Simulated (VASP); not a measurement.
Write the native input for VASP 6.6.1 that does the following.

```yaml
Task: single point
Functional: RPBE
Potentials_or_basis: VASP PAW PBE potentials, release 64 (Hf_pv, B)
Cutoff: 520 eV
k_mesh: 8 × 8 × 8
Occupations: gaussian, width 0.05 eV
Spin: no spin polarisation
Dipole_correction: no
Further_INCAR_settings: ALGO = Normal; EDIFF = 1e-07; NBANDS = 15
```

The structure of HfB2 lies in POSCAR:

```
HfB2
1.0
    3.1773879481      0.0000000000      0.0000000000
   -1.5886939740      2.7516986807      0.0000000000
    0.0000000000      0.0000000000      3.5226005646
Hf B
1 2
Direct
    0.0000000000      0.0000000000      0.0000000000
    0.3333333333      0.6666666667      0.5000000000
    0.6666666667      0.3333333333      0.5000000000
```

The input as run:

INCAR

```
SYSTEM = HfB2
PREC     = Accurate       ! precision mode
ENCUT    = 520            ! plane-wave cutoff, eV
EDIFF    = 1E-7           ! SCF threshold, eV
ISMEAR   = 0              ! smearing method
SIGMA    = 0.05           ! smearing width, eV
LREAL    = .FALSE.        ! projectors in reciprocal space
LASPH    = .TRUE.         ! aspherical terms in the spheres
NELM     = 100            ! most SCF steps
ALGO     = Normal         ! electronic algorithm
ISIF     = 2              ! what is computed and relaxed
LWAVE    = .FALSE.        ! write WAVECAR
LCHARG   = .FALSE.        ! write CHGCAR
GGA      = RP             ! functional
NBANDS   = 15             ! bands
```

KPOINTS

```
regular mesh
0
G
  8 8 8
  0 0 0
```

Potentials or basis: VASP PAW PBE potentials, release 64 (Hf_pv, B).

The run is started by

```bash
$ cat potpaw_PBE.64/Hf_pv/POTCAR potpaw_PBE.64/B/POTCAR > POTCAR
$ mpirun -np 1 vasp_std > vasp.out
```

Results of the run:

```
Pressure               : -3.7 GPa
Band gap on the k mesh : zero (band 8 reaches 8.07 eV, above the bottom of band 9 at 7.50 eV)
```

Caveat: the PAW data sets were made with another functional, which shifts forces and pressure a little; spin-orbit coupling is left out, which moves the levels of the heavy elements.

Run time: 20 s on 1 thread of Intel Xeon 6975P-C (shared host), peak memory 0.15 GiB.
